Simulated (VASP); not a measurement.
# C (P6_3/mmc) in VASP: a series of runs, part 2 of 2

VASP 6.6.1.

## 4. Single point, PBEsol (strained cell)

The input, INCAR:

```
PREC = Accurate
ENCUT = 520
EDIFF = 1E-6
ISMEAR = 0
SIGMA = 0.02
LREAL = F
LASPH = T
NELM = 60
ALGO = Normal
ISIF = 2
LWAVE = F
LCHARG = T
GGA = PS
LELF = T
LVHAR = T
NBANDS = 16
```

The input, KPOINTS:

```
Automatic mesh
0
Gamma
  9 9 6
```

The input, POSCAR:

```
C
1.0
    2.4995760109      0.0000000000      0.0000000000
   -1.2497880055      2.1646963241      0.0000000000
    0.0000000000      0.0000000000      4.1189829197
C
4
Direct
    0.3333333333      0.6666666667     -0.0002589785
    0.6666666667      0.3333333333      0.4997410215
    0.3333333333      0.6666666667      0.3742589785
    0.6666666667      0.3333333333      0.8742589785
```

Potentials or basis: VASP PAW PBE potentials, release 64 (C).

On the command line:

```
cat potpaw_PBE.64/C/POTCAR > POTCAR
mpirun -np 1 vasp_std > vasp.out
```

OUTCAR:

```text
PREC = Accurate
   ENCUT = 520
   EDIFF = 1E-6
   ISMEAR = 0
   LREAL = F
   LASPH = T
   NELM = 60
   ISIF = 2
   GGA = PS

 ion  position               nearest neighbor table
   1  0.333  0.667  1.000-   4 1.53   4 1.53   4 1.53   3 1.54
   2  0.667  0.333  0.500-   3 1.53   3 1.53   3 1.53   4 1.54
   3  0.333  0.667  0.374-   2 1.53   2 1.53   2 1.53   1 1.54
   4  0.667  0.333  0.874-   1 1.53   1 1.53   1 1.53   2 1.54

  LATTYP: Found a hexagonal cell.
 ALAT       =     2.4995760109
 C/A-ratio  =     1.6478726399

  Lattice vectors:

 A1 = (   2.4995760109,   0.0000000000,   0.0000000000)
 A2 = (  -1.2497880055,   2.1646963241,   0.0000000000)
 A3 = (   0.0000000000,   0.0000000000,   4.1189829197)

Analysis of symmetry for initial positions (statically):
=====================================================================
 Subroutine PRICEL returns:
 Original cell was already a primitive cell.

 Routine SETGRP: Setting up the symmetry group for a
 hexagonal supercell.

 Subroutine GETGRP returns: Found 24 space group operations
 (whereof  6 operations were pure point group operations)
 out of a pool of 24 trial point group operations.

The static configuration has the point symmetry C_3v.
 The point group associated with its full space group is D_6h.

Analysis of symmetry for dynamics (positions and initial velocities):
=====================================================================
 Subroutine PRICEL returns:
 Original cell was already a primitive cell.

 Routine SETGRP: Setting up the symmetry group for a
 hexagonal supercell.

 Subroutine GETGRP returns: Found 24 space group operations
 (whereof  6 operations were pure point group operations)
 out of a pool of 24 trial point group operations.

The dynamic configuration has the point symmetry C_3v.
 The point group associated with its full space group is D_6h.

 Subroutine INISYM returns: Found 24 space group operations
 (whereof  6 operations are pure point group operations),
 and found     1 'primitive' translations

----------------------------------------------------------------------------------------

                                     Primitive cell

  volume of cell :      22.2871

  direct lattice vectors                    reciprocal lattice vectors
     2.499576011  0.000000000  0.000000000     0.400067850  0.230979281  0.000000000
    -1.249788005  2.164696324  0.000000000     0.000000000  0.461958562  0.000000000
     0.000000000  0.000000000  4.118982920     0.000000000  0.000000000  0.242778380

  length of vectors
     2.499576011  2.499576011  4.118982920     0.461958562  0.461958562  0.242778380

  position of ions in fractional coordinates (direct lattice)
     0.333333333  0.666666667  0.999741022
     0.666666667  0.333333333  0.499741022
     0.333333333  0.666666667  0.374258979
     0.666666667  0.333333333  0.874258979

  ion indices of the primitive-cell ions
   primitive index   ion index
                 1           1
                 2           2
                 3           3
                 4           4

----------------------------------------------------------------------------------------

 KPOINTS: Automatic mesh

Automatic generation of k-mesh.
 Grid dimensions read from file:
 generate k-points for:    9    9    6

 Generating k-lattice:

  Cartesian coordinates                     Fractional coordinates (reciprocal lattice)
     0.044451983  0.025664365  0.000000000     0.111111111 -0.000000000  0.000000000
     0.000000000  0.051328729  0.000000000     0.000000000  0.111111111  0.000000000
     0.000000000  0.000000000  0.040463063     0.000000000  0.000000000  0.166666667

  Length of vectors
     0.051328729  0.051328729  0.040463063

  Shift w.r.t. Gamma in fractional coordinates (k-lattice)
     0.000000000  0.000000000  0.000000000

 Subroutine IBZKPT returns following result:
 ===========================================

 Found     48 irreducible k-points:

 Following reciprocal coordinates:
            Coordinates               Weight
  0.000000  0.000000  0.000000      1.000000
  0.111111  0.000000  0.000000      6.000000
  0.222222  0.000000  0.000000      6.000000
  0.333333  0.000000  0.000000      6.000000
  0.444444  0.000000  0.000000      6.000000
  0.111111  0.111111  0.000000      6.000000
[... 16 lines left out ...]
  0.333333  0.222222  0.166667     24.000000
  0.333333  0.333333  0.166667      4.000000
 [... further k-points ...]
   k-points           NKPTS =     48   k-points in BZ     NKDIM =     48   number of bands    NBANDS=     16
   number of dos      NEDOS =    301   number of ions     NIONS =      4
   total plane-waves  NPLWV =  12800
   dimension x,y,z NGX =    20 NGY =   20 NGZ =   32
   dimension x,y,z NGXF=    40 NGYF=   40 NGZF=   64
   ions per type =               4
   NGX,Y,Z   is equivalent  to a cutoff of  13.30, 13.30, 12.92 a.u.
   NGXF,Y,Z  is equivalent  to a cutoff of  26.60, 26.60, 25.83 a.u.
 SYSTEM =  unknown system
   PREC   = accura    normal or accurate (medium, high low for compatibility)
   ISTART =      0    job   : 0-new  1-cont  2-samecut
   ICHARG =      2    charge: 1-file 2-atom 10-const
   ISPIN  =      1    spin polarized calculation?
   LNONCOLLINEAR =      F non collinear calculations
   LSORBIT =      F    spin-orbit coupling
   LASPH  =      T    aspherical Exc in radial PAW
   ENCUT  =  520.0 eV  38.22 Ry    6.18 a.u.   4.65  4.65  7.66*2*pi/ulx,y,z
   NELM   =     60;   NELMIN=  2; NELMDL= -5     # of ELM steps
   EDIFF  = 0.1E-05   stopping-criterion for ELM
   LREAL  =      F    real-space projection
   EDIFFG = 0.1E-04   stopping-criterion for IOM
   NSW    =      0    number of steps for IOM
   IBRION =     -1    ionic relax: 0-MD 1-quasi-New 2-CG
   NFREE  =      0    steps in history (QN), initial steepest desc. (CG)
   ISIF   =      2    stress and relaxation
   ISYM   =      2    0-nonsym 1-usesym 2-fastsym
   POTIM  = 0.5000    time-step for ionic-motion
   TEBEG  =    0.0;   TEEND  =   0.0 temperature during run
   PSTRESS=    0.0 pullay stress
   NELECT =      16.0000    total number of electrons
   NUPDOWN=      -1.0000    fix difference up-down
   EMIN   =  10.00;   EMAX   =-10.00  energy-range for DOS
   EFERMI =   0.00;   METHOD = LEGACY
   ISMEAR =     0;   SIGMA  =   0.02  broadening in eV -4-tet -1-fermi 0-gaus
   EFERMI_NEDOS =   21; number of points for ismear=-14 and -15
   IALGO  =     38    algorithm
   IMIX   =      4    mixing-type and parameters
     AMIX     =   0.40;   BMIX     =  1.00
     AMIX_MAG =   1.60;   BMIX_MAG =  1.00
  volume/ion in A,a.u.               =       5.57        37.60
  Fermi-wavevector in a.u.,A,eV,Ry     =   1.465875  2.770103 29.236072  2.148791
  Thomas-Fermi vector in A             =   2.581680
   LORBIT       =      0    0 simple, 1 ext, 2 COOP (PROOUT), +10 PAW based schemes
   GGA     = PS    functional components
   LHFCALC =     F    Hartree Fock is set to
   AEXX    =    0.0000 exact exchange contribution
   IVDW    =     0    specifies the selected vdW correction
   LEPSILON=     F    determine dielectric tensor
   LRPA    =     F    only Hartree local field effects (RPA)
 non-spin polarized calculation
 Gauss-broadening in eV      SIGMA  =   0.02
  energy-cutoff  :      520.00
  volume of cell :       22.29
 maximum number of plane-waves:       616
 NGX is ok and might be reduce to    20
   NGX =  9   NGY =  9   NGZ = 15

 number of electron      16.0000000 magnetization

 Free energy of the ion-electron system (eV)
  ---------------------------------------------------
  ext. energy  EPLUGINS =         0.00000000
  ---------------------------------------------------
  free energy    TOTEN  =       -38.39243375 eV

  energy without entropy =      -38.39243375  energy(sigma->0) =      -38.39243375

 E-fermi :  10.4328     XC(G=0): -13.5134

 val. band max:       10.2812458950   @ k =   0.0000   0.0000   0.0000
 cond. band min:      13.3094007279   @ k =   0.3333   0.3333   0.0000
 fundamental gap:      3.0281548329
 Fermi energy:        10.4327547409

 k-point     1 :       0.0000    0.0000    0.0000
  band No.  band energies     occupation
      1     -11.8158      2.00000
      2      -5.9400      2.00000
      3      -3.7370      2.00000
      4       7.0150      2.00000
      5       7.0150      2.00000
      6       9.7715      2.00000
[... 8 lines left out ...]
     15      24.8504      0.00000
     16      28.3590      0.00000
[... 420 lines left out ...]
  band No.  band energies     occupation
      1      -4.4203      2.00000
      2      -4.4203      2.00000
      3      -0.9943      2.00000
      4      -0.3320      2.00000
      5      -0.3320      2.00000
      6       2.6689      2.00000
[... 8 lines left out ...]
     15      25.9326      0.00000
     16      25.9326      0.00000

 [... further k-points ...]
[... 5 lines left out ...]
  --------------------------------------------------------------------------------------
  -------------------------------------------------------------------------------------
  Total        0.1307791      0.1307791      2.0885120     -0.0000000     -0.0000000     -0.0000000
  in kB        9.4014658      9.4014658    150.1392500     -0.0000000     -0.0000000     -0.0000000
  external PRESSURE =      56.3140605 kB  Pullay stress =       0.0000000 kB

 VOLUME and BASIS-vectors are now :
 -----------------------------------------------------------------------------
  energy-cutoff  :      520.00
  volume of cell :       22.29
      direct lattice vectors                 reciprocal lattice vectors
     2.499576011  0.000000000  0.000000000     0.400067850  0.230979281  0.000000000
    -1.249788005  2.164696324  0.000000000     0.000000000  0.461958562  0.000000000
     0.000000000  0.000000000  4.118982920     0.000000000  0.000000000  0.242778380

 POSITION                                       TOTAL-FORCE (eV/Angst)
 -----------------------------------------------------------------------------------
     -0.00000      1.44313      4.11792         0.000000     -0.000000      0.001203
      1.24979      0.72157      2.05842        -0.000000      0.000000      0.001203
     -0.00000      1.44313      1.54157         0.000000      0.000000     -0.001203
      1.24979      0.72157      3.60106        -0.000000      0.000000     -0.001203
 -----------------------------------------------------------------------------------
    total drift:                               -0.000000      0.000000      0.000002

  FREE ENERGIE OF THE ION-ELECTRON SYSTEM (eV)
  ---------------------------------------------------
  free  energy   TOTEN  =       -38.3924337517 eV

  energy  without entropy=      -38.3924337517  energy(sigma->0) =      -38.39243375
```

OSZICAR:

```text
N       E                     dE             d eps       ncg     rms          rms(c)
DAV:   1     0.169403307205E+02    0.16940E+02   -0.82724E+03  1536   0.976E+02
DAV:   2    -0.381043363327E+02   -0.55045E+02   -0.51062E+02  2152   0.187E+02
DAV:   3    -0.397938888137E+02   -0.16896E+01   -0.16845E+01  1960   0.275E+01
DAV:   4    -0.398000281981E+02   -0.61394E-02   -0.61387E-02  1872   0.205E+00
DAV:   5    -0.398000612494E+02   -0.33051E-04   -0.33050E-04  1888   0.128E-01    0.809E+00
DAV:   6    -0.387559929379E+02    0.10441E+01   -0.62197E-01  1760   0.494E+00    0.477E+00
DAV:   7    -0.383917910579E+02    0.36420E+00   -0.71308E-01  1936   0.546E+00    0.985E-01
DAV:   8    -0.383923725853E+02   -0.58153E-03   -0.14178E-02  1736   0.795E-01    0.417E-02
DAV:   9    -0.383924143690E+02   -0.41784E-04   -0.64203E-05  1992   0.671E-02    0.272E-02
DAV:  10    -0.383924342283E+02   -0.19859E-04   -0.10967E-05  1712   0.270E-02    0.711E-03
DAV:  11    -0.383924337517E+02    0.47659E-06   -0.26869E-07  1504   0.401E-03
   1 F= -.38392434E+02 E0= -.38392434E+02  d E =-.554298E-29
```

stdout:

```text
POSCAR found type information on POSCAR C
 POSCAR found :  1 types and       4 ions
 scaLAPACK will be used
 -----------------------------------------------------------------------------
|                                                                             |
|                                                                             |
|     You enforced a specific xc type in the INCAR file but a different       |
|     I HOPE YOU KNOW WHAT YOU ARE DOING!                                     |
|                                                                             |
 -----------------------------------------------------------------------------

 LDA part: xc-table for (Slater+PW92), standard interpolation
 POSCAR, INCAR and KPOINTS ok, starting setup
 FFT: planning ... GRIDC
 FFT: planning ... GRID_SOFT
 FFT: planning ... GRID
 WAVECAR not read
 entering main loop
```

It took 7.1 s on 1 thread of AMD EPYC 9R45 (Zen 5), shared host; peak memory 0.1 GiB.

What came out:

| Quantity | Value |
| --- | --- |
| Free energy | -38.3924 eV |
| Pressure | 5.6 GPa |
| Band gap on the k mesh | 3.03 eV, indirect (least direct gap 4.81 eV) |

Levels at points of the mesh, in eV from the valence-band top:
```
           k point  band 4  band 5  band 6  band 7  band 8  band 9  band 10  band 11  band 12  band 13
(0.00, 0.00, 0.00)   -3.27   -3.27   -0.51    0.00    0.00    4.81     4.81     5.60     8.06     9.59
(0.00, 0.00, 0.50)   -7.07   -1.97   -1.97   -1.97   -1.97    7.19     7.19     7.19     7.19     7.61
```

Caveat: the cell differs from its parent crystal (strained cell); the PAW data sets were made with another functional, which shifts forces and pressure a little.

## 5. Summary

```csv
cell,gap on the mesh (eV),pressure (GPa)
"a = 2.453, b = 2.453, c = 4.119 Å, angles 90.0, 90.0, 120.0°, 4 atoms",2.81,24.4
"a = 2.505, b = 2.505, c = 4.119 Å, angles 90.0, 90.0, 120.0°, 4 atoms",3.05,3.7
"a = 2.500, b = 2.500, c = 4.119 Å, angles 90.0, 90.0, 120.0°, 4 atoms",3.03,5.6
```

Alike in all rows: task single point; level PBEsol; potentials or basis VASP PAW PBE potentials, release 64 (C); no spin polarisation; k mesh 9 × 9 × 6; cutoff (eV) 520; smearing gaussian 0.02 eV.

Caveats: the PAW data sets were made with another functional, which shifts forces and pressure a little.

Total energies depend on the potentials used, so only differences within one code and one set of settings carry meaning.
